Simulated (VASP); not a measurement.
# BiSbSe (P-6m2) in VASP: further runs, part 2 of 2

VASP 6.6.1.

## (3) Single point, PBE (volume scaled by 0.96)

Input file INCAR:

```
SYSTEM = BiSbSe
ALGO = Normal ; EDIFF = 1E-7
ENCUT = 520 ; GGA = PE
ISIF = 2 ; ISMEAR = -1
LASPH = .TRUE. ; LCHARG = .FALSE.
LREAL = .FALSE. ; LWAVE = .FALSE.
NBANDS = 20 ; NELM = 80
PREC = Accurate ; SIGMA = 0.05
```

Input file KPOINTS:

```
k-points
0
G
  7 7 6
  0 0 0
```

Input file POSCAR:

```
BiSbSe
1.0
    4.7515181313      0.0000000000      0.0000000000
   -2.3757590706      4.1149354063      0.0000000000
    0.0000000000      0.0000000000      4.6388495286
Sb Bi Se
1 1 1
Direct
    0.6666666700      0.3333333300      0.5000000000
    0.0000000000      0.0000000000      0.0000000000
    0.3333333300      0.6666666700      0.5000000000
```

Potentials or basis: VASP PAW PBE potentials, release 64 (Sb, Bi_d, Se).

On the command line:

```console
$ cat potpaw_PBE.64/Sb/POTCAR potpaw_PBE.64/Bi_d/POTCAR potpaw_PBE.64/Se/POTCAR > POTCAR
$ mpirun -np 1 vasp_std > vasp.out
```

Wall time 34 s (1 thread of Intel Xeon 6975P-C (Granite Rapids), shared host); peak memory 0.23 GiB.

Results (log left out):

```yaml
Free_energy: -10.3646 eV
Pressure: 0.6 GPa
Band_gap_on_the_k_mesh: zero (band 13 reaches 6.35 eV, above the bottom of band 14 at 5.61 eV)
```

Stress tensor (GPa, compression positive):
```
 3.39  0.00  0.00
 0.00  3.39  0.00
 0.00  0.00 -4.93
```

Levels at points of the mesh, in eV from the Fermi level:
```csv
k point,band 9,band 10,band 11,band 12,band 13,band 14,band 15,band 16,band 17,band 18
"(0.00, 0.00, 0.00)",-4.21,-4.21,-4.09,-1.49,-1.49,0.87,2.92,3.09,3.40,3.40
"(0.00, 0.00, 0.50)",-4.11,-4.11,-2.90,-0.34,0.22,0.22,0.25,0.25,0.41,4.96
```

Caveat: the cell differs from its parent crystal (volume scaled by 0.96); spin-orbit coupling is left out, which moves the levels of the heavy elements.

## (4) Single point, PBE (volume scaled by 0.98)

Input file INCAR:

```
SYSTEM = BiSbSe
PREC = Accurate
ENCUT = 520
EDIFF = 1E-7
ISMEAR = -1
SIGMA = 0.05
LREAL = .FALSE.
LASPH = .TRUE.
NELM = 100
ALGO = Normal
ISIF = 2
LWAVE = .FALSE.
LCHARG = .FALSE.
GGA = PE
NBANDS = 20
```

Input file KPOINTS:

```
Automatic mesh
0
G
  7 7 6
  0 0 0
```

Input file POSCAR:

```
BiSbSe
1.0
    4.7842882574      0.0000000000      0.0000000000
   -2.3921441337      4.1433151680      0.0000000000
    0.0000000000      0.0000000000      4.6708426053
Sb Bi Se
1 1 1
Direct
    0.6666666700      0.3333333300      0.5000000000
    0.0000000000      0.0000000000      0.0000000000
    0.3333333300      0.6666666700      0.5000000000
```

On the command line:

```console
$ cat potpaw_PBE.64/Sb/POTCAR potpaw_PBE.64/Bi_d/POTCAR potpaw_PBE.64/Se/POTCAR > POTCAR
$ mpirun -np 1 vasp_std > vasp.out
```

Wall time 33 s (1 thread of Intel Xeon 6975P-C (Granite Rapids), shared host); peak memory 0.23 GiB.

The run converged. Its results:

- Free energy: -10.3664 eV
- Pressure: -0.3 GPa
- Band gap on the k mesh: zero (band 13 reaches 6.12 eV, above the bottom of band 14 at 5.41 eV)

Stress tensor (GPa, compression positive):
```
 2.14  0.00  0.00
 0.00  2.14  0.00
 0.00  0.00 -5.31
```

Levels at points of the mesh, in eV from the Fermi level:
```tsv
k point	band 10	band 11	band 12	band 13	band 14	band 15	band 16	band 17
(0.00, 0.00, 0.00)	-4.12	-3.99	-1.44	-1.44	0.84	2.97	3.00	3.32
(0.00, 0.00, 0.50)	-4.03	-2.87	-0.35	0.22	0.22	0.27	0.27	0.41
```

Caveat: the cell differs from its parent crystal (volume scaled by 0.98); spin-orbit coupling is left out, which moves the levels of the heavy elements.

## (5) Single point, PBE

This run uses another cell than the first one, of 31.49 Å³/atom, 1.064 times its volume.

Input file INCAR:

```
SYSTEM = BiSbSe
ALGO = Normal
EDIFF = 1E-6
ENCUT = 520
GGA = PE
ISIF = 2
ISMEAR = -1
LASPH = .TRUE.
LCHARG = .FALSE.
LREAL = .FALSE.
LWAVE = .FALSE.
NBANDS = 20
NELM = 100
PREC = Accurate
SIGMA = 0.05
```

Input file KPOINTS:

```
k-points
0
G
  7 7 6
  0 0 0
```

Input file POSCAR:

```
BiSbSe
1.0
    4.8166155100      0.0000000000      0.0000000000
   -2.4083077600      4.1713113900      0.0000000000
    0.0000000000      0.0000000000      4.7024033100
Sb Bi Se
1 1 1
Direct
    0.6666666700      0.3333333300      0.5000000000
    0.0000000000      0.0000000000      0.0000000000
    0.3333333300      0.6666666700      0.5000000000
```

On the command line:

```console
$ cat potpaw_PBE.64/Sb/POTCAR potpaw_PBE.64/Bi_d/POTCAR potpaw_PBE.64/Se/POTCAR > POTCAR
$ mpirun -np 1 vasp_std > vasp.out
```

Wall time 29 s (1 thread of Intel Xeon 6975P-C (Granite Rapids), shared host); peak memory 0.24 GiB.

It converged, with:

- Free energy: -10.3575 eV
- Pressure: -1.2 GPa
- Band gap on the k mesh: zero (band 13 reaches 5.90 eV, above the bottom of band 14 at 5.21 eV)

Stress tensor (GPa, compression positive):
```
 1.02  0.00  0.00
 0.00  1.02  0.00
 0.00  0.00 -5.64
```

Levels at points of the mesh, in eV from the Fermi level:
```tsv
k point	band 11	band 12	band 13	band 14	band 15	band 16
(0.00, 0.00, 0.00)	-3.90	-1.39	-1.39	0.81	2.91	3.02
(0.00, 0.00, 0.50)	-2.84	-0.36	0.22	0.22	0.29	0.29
```

Caveat: spin-orbit coupling is left out, which moves the levels of the heavy elements.

## (6) Single point, PBE (volume scaled by 1.02)

Input file INCAR:

```
PREC = Accurate ; ENCUT = 520
EDIFF = 1E-6 ; ISMEAR = -1
SIGMA = 0.05 ; LREAL = False
LASPH = True ; NELM = 60
ALGO = Normal ; ISIF = 2
LWAVE = False ; LCHARG = False
GGA = PE ; NBANDS = 20
```

Input file KPOINTS:

```
Automatic mesh
0
Gamma
  7 7 6
```

Input file POSCAR:

```
BiSbSe
1.0
    4.8485145556      0.0000000000      0.0000000000
   -2.4242572828      4.1989367738      0.0000000000
    0.0000000000      0.0000000000      4.7335459614
Sb Bi Se
1 1 1
Direct
    0.6666666700      0.3333333300      0.5000000000
    0.0000000000      0.0000000000      0.0000000000
    0.3333333300      0.6666666700      0.5000000000
```

Potentials or basis: VASP PAW PBE potentials, release 64 (Sb, Bi_d, Se).

On the command line:

```console
$ cat potpaw_PBE.64/Sb/POTCAR potpaw_PBE.64/Bi_d/POTCAR potpaw_PBE.64/Se/POTCAR > POTCAR
$ mpirun -np 1 vasp_std > vasp.out
```

OUTCAR:

```text
PREC = Accurate
   ENCUT = 520
   EDIFF = 1E-6
   ISMEAR = -1
   LREAL = False
   LASPH = True
   NELM = 60
   ISIF = 2
   GGA = PE

 ion  position               nearest neighbor table
   1  0.667  0.333  0.500-   3 2.80   3 2.80   3 2.80   2 3.67   2 3.67   2 3.67   2 3.67   2 3.67
                             2 3.67
   2  0.000  0.000  0.000-   1 3.67   1 3.67   1 3.67   1 3.67   1 3.67   1 3.67
   3  0.333  0.667  0.500-   1 2.80   1 2.80   1 2.80

  LATTYP: Found a hexagonal cell.
 ALAT       =     4.8485145556
 C/A-ratio  =     0.9762878727

  Lattice vectors:
[... 195 lines left out ...]
      6      -8.8376      2.00000
[... 541 lines left out ...]
     19      12.1065      0.00000
     20      12.9480      0.00000

 [... further k-points ...]
[... 5 lines left out ...]
  --------------------------------------------------------------------------------------
  -------------------------------------------------------------------------------------
  Total        0.0102897      0.0102897     -3.5655331     -0.0000000     -0.0000000      0.0000000
  in kB        0.1710724      0.1710724    -59.2789389     -0.0000000     -0.0000000      0.0000000
  external PRESSURE =     -19.6455981 kB  Pullay stress =       0.0000000 kB

 VOLUME and BASIS-vectors are now :
 -----------------------------------------------------------------------------
  energy-cutoff  :      520.00
  volume of cell :       96.37
      direct lattice vectors                 reciprocal lattice vectors
     4.848514556  0.000000000  0.000000000     0.206248736  0.119077764  0.000000000
    -2.424257283  4.198936774  0.000000000     0.000000000  0.238155527  0.000000000
     0.000000000  0.000000000  4.733545961     0.000000000  0.000000000  0.211258116

 POSITION                                       TOTAL-FORCE (eV/Angst)
 -----------------------------------------------------------------------------------
      2.42426      1.39965      2.36677        -0.000000     -0.000000      0.000000
      0.00000      0.00000      0.00000        -0.000000      0.000000      0.000000
     -0.00000      2.79929      2.36677         0.000000     -0.000000      0.000000
 -----------------------------------------------------------------------------------
    total drift:                                0.000006     -0.000003      0.000000

  FREE ENERGIE OF THE ION-ELECTRON SYSTEM (eV)
  ---------------------------------------------------
  free  energy   TOTEN  =       -10.3391421000 eV

  energy  without entropy=      -10.3154976096  energy(sigma->0) =      -10.32731985
```

OSZICAR:

```text
N       E                     dE             d eps       ncg     rms          rms(c)
DAV:   1     0.203459478536E+03    0.20346E+03   -0.11682E+04  1280   0.121E+03
DAV:   2     0.685167417068E+01   -0.19661E+03   -0.19172E+03  1440   0.310E+02
DAV:   3    -0.990927069479E+01   -0.16761E+02   -0.16330E+02  1556   0.970E+01
DAV:   4    -0.104643840993E+02   -0.55511E+00   -0.55311E+00  1448   0.191E+01
DAV:   5    -0.104841712409E+02   -0.19787E-01   -0.19784E-01  1776   0.369E+00    0.407E+00
DAV:   6    -0.103386574064E+02    0.14551E+00   -0.83401E-01  1532   0.340E+00    0.236E+00
DAV:   7    -0.103395868832E+02   -0.92948E-03   -0.81280E-02  1452   0.126E+00    0.122E+00
DAV:   8    -0.103390359748E+02    0.55091E-03   -0.81246E-03  1468   0.451E-01    0.200E-01
DAV:   9    -0.103390740524E+02   -0.38078E-04   -0.10275E-03  1644   0.145E-01    0.617E-02
DAV:  10    -0.103391410686E+02   -0.67016E-04   -0.15036E-04  1452   0.781E-02    0.197E-02
DAV:  11    -0.103391424947E+02   -0.14261E-05   -0.69615E-06  1600   0.147E-02    0.370E-03
DAV:  12    -0.103391421000E+02    0.39462E-06   -0.12002E-06   932   0.690E-03
   1 F= -.10339142E+02 E0= -.10327320E+02  d E =-.236445E-01
```

stdout:

```text
POSCAR found type information on POSCAR SbBiSe
 POSCAR found :  3 types and       3 ions
 scaLAPACK will be used
 LDA part: xc-table for (Slater+PW92), standard interpolation
 POSCAR, INCAR and KPOINTS ok, starting setup
 FFT: planning ... GRIDC
 FFT: planning ... GRID_SOFT
 FFT: planning ... GRID
 WAVECAR not read
 entering main loop
```

Wall time 28 s (1 thread of Intel Xeon 6975P-C (Granite Rapids), shared host); peak memory 0.24 GiB.

Results:

```yaml
Free_energy: -10.3391 eV
Pressure: -2.0 GPa
Band_gap_on_the_k_mesh: zero (band 13 reaches 5.68 eV, above the bottom of band 14 at 5.02 eV)
```

Caveat: the cell differs from its parent crystal (volume scaled by 1.02); spin-orbit coupling is left out, which moves the levels of the heavy elements.

## (7) Overview

| cell | gap on the mesh (eV) | pressure (GPa) |
| --- | --- | --- |
| a = 4.718, b = 4.718, c = 4.606 Å, angles 90.0, 90.0, 120.0°, 3 atoms | none | 1.7 |
| a = 4.752, b = 4.752, c = 4.639 Å, angles 90.0, 90.0, 120.0°, 3 atoms | none | 0.6 |
| a = 4.784, b = 4.784, c = 4.671 Å, angles 90.0, 90.0, 120.0°, 3 atoms | none | -0.3 |
| a = 4.817, b = 4.817, c = 4.702 Å, angles 90.0, 90.0, 120.0°, 3 atoms | none | -1.2 |
| a = 4.849, b = 4.849, c = 4.734 Å, angles 90.0, 90.0, 120.0°, 3 atoms | none | -2.0 |

Alike in all rows: task single point; level PBE; potentials or basis VASP PAW PBE potentials, release 64 (Sb, Bi_d, Se); no spin polarisation; k mesh 7 × 7 × 6; cutoff (eV) 520; smearing fermi-dirac 0.05 eV.

Caveats: spin-orbit coupling is left out, which moves the levels of the heavy elements.

Absolute energies hang on the potentials; compare differences alone.
